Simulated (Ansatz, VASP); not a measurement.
**WC: VASP beside Ansatz**

```
W C
1.0
     2.90650    0.00000    0.00000
    -1.45325    2.51710    0.00000
     0.00000    0.00000    2.83660
W C
1 1
Direct
  0.00000 0.00000 0.00000
  0.66667 0.33333 0.50000
```

Alike in both runs: task single point; functional PBE; k mesh 18 × 18 × 14; occupations gaussian, width 0.1 eV; no spin polarisation.

|  | VASP | Ansatz |
| --- | --- | --- |
| version | VASP 6.6.1 | Ansatz 0.2.0 |
| potentials or method | VASP PAW PBE potentials, release 64 (W_sv, C_h), cutoff 1300 eV | scalar-relativistic, plane waves, PAW |
| valence electrons in the cell | 18 | 18 |

```tsv
	VASP	Ansatz	Ansatz less VASP
gap on the k mesh at the Fermi level (eV)	none	none	-
pressure (GPa)	6.7	5.6	-1.09
traceless stress, the component that is largest in VASP (GPa)	0.01	-0.17	-0.177
```

A gap of «none» marks a metal or a gap that the smearing closes. The functional is the same, so the differences come from potentials, cutoffs and numerics.

Spin-orbit coupling is off throughout.
